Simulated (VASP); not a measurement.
A run of VASP 6.6.1 is set up as follows.

File INCAR:

```
SYSTEM = Cu
PREC = Accurate
ENCUT = 600
EDIFF = 1E-6
ISMEAR = -1
SIGMA = 0.05
LREAL = .FALSE.
LASPH = .TRUE.
NELM = 120
ALGO = Normal
ISIF = 2
LWAVE = .FALSE.
LCHARG = .FALSE.
GGA = B5
ALDAX = 1.0
AGGAX = 1.0
AGGAC = 1.0
ALDAC = 0.0
IVDW = 13
VDW_S6 = 1.0
VDW_S8 = 2.34076671
VDW_A1 = 0.44488865
VDW_A2 = 4.0933009
NBANDS = 12
GGA_COMPAT = .FALSE.
```

Contents of KPOINTS:

```
regular mesh
0
G
  13 13 13
  0 0 0
```

Contents of POSCAR:

```
Cu
1.0
    0.0000000000      1.8312856224      1.8312856224
    1.8312856224      0.0000000000      1.8312856224
    1.8312856224      1.8312856224      0.0000000000
Cu
1
Direct
    0.0000000000      0.0000000000      0.0000000000
```

Potentials or basis: VASP PAW PBE potentials, release 64 (Cu).

The run is started by

```bash
$ cat potpaw_PBE.64/Cu/POTCAR > POTCAR
$ mpirun -np 1 vasp_std > vasp.out
```

Predict the dispersion energy per atom.

-1.051 eV.

Predict the pressure.

-9.0 GPa.

Caveat: the PAW data sets were made with another functional, which shifts forces and pressure a little; pairwise dispersion overbinds metals, which lowers pressure and volume.
